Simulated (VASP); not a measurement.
Set up this calculation in VASP 6.6.1, as the native input.

```yaml
Task: relaxation of cell and atoms
Functional: PBE
Potentials_or_basis: VASP PAW PBE potentials, release 64 (Hf_pv, H)
Cutoff: 600 eV
k_mesh: 4 × 4 × 3
Occupations: gaussian, width 0.2 eV
Spin: no spin polarisation
Dipole_correction: no
Further_INCAR_settings: ALGO = Normal; EDIFF = 1e-06; IBRION = 2; EDIFFG = -0.08; NSW = 36; ISIF = 3
```

The structure of Hf3H lies in POSCAR:

```
Hf3H
1.0
    5.4400000000      0.0000000000      0.0000000000
   -2.7200000000      4.7111782000      0.0000000000
    0.0000000000      0.0000000000      4.9600000000
Hf H
6 2
Direct
    0.0000000000      0.6666650000      0.5000000000
    0.6666650000      0.6666650000      0.0000000000
    0.6666650000      0.0000000000      0.5000000000
    0.3333350000      0.3333350000      0.5000000000
    0.0000000000      0.3333350000      0.0000000000
    0.3333350000      0.0000000000      0.0000000000
    0.6666666700      0.3333333300      0.7500000000
    0.3333333300      0.6666666700      0.2500000000
```

One way to write it, as run:

INCAR

```
SYSTEM = Hf3H
PREC = Accurate
ENCUT = 600
EDIFF = 1E-6
ISMEAR = 0
SIGMA = 0.2
LREAL = .False.
LASPH = .True.
NELM = 100
ALGO = Normal
ISIF = 3
LWAVE = .False.
LCHARG = .False.
GGA = PE
IBRION = 2
NSW = 36
EDIFFG = -0.08
```

KPOINTS

```
Automatic mesh
0
Gamma
  4 4 3
  0 0 0
```

Potentials or basis: VASP PAW PBE potentials, release 64 (Hf_pv, H).

Command:

```bash
$ cat potpaw_PBE.64/Hf_pv/POTCAR potpaw_PBE.64/H/POTCAR > POTCAR
$ mpirun -np 1 vasp_std > vasp.out
```

Results of the run:

| Item | Value |
| --- | --- |
| Relaxed volume | 17.24 Å³/atom |
| Relaxed cell | a = 5.584 Å, b = 5.584 Å, c = 5.107 Å, α = 90.00°, β = 90.00°, γ = 120.00° |
| Space group after relaxing (to 0.05 Å) | P6_322 (No. 182) |
| Energy gained by relaxing | 47.3 meV/atom |
| Ionic steps | 5 |
| Pressure after relaxing | 0.1 GPa |
| Largest force after relaxing | 0.068 eV/Å |
| Band gap on the k mesh | zero (band 31 reaches 5.45 eV, above the bottom of band 32 at 4.83 eV) |

Caveat: the k points lie up to 0.41 Å⁻¹ apart in the final cell; spin-orbit coupling is left out, which moves the levels of the heavy elements; the relaxation stopped at a loose force limit of 0.08 eV/Å, so its end isn't a converged minimum.

Run time: 2.9 min on 1 thread of Intel(R) Xeon(R) Platinum 8259CL CPU @ 2.50GHz (Skylake/Cascade Lake), on a shared host, peak memory 0.32 GiB.
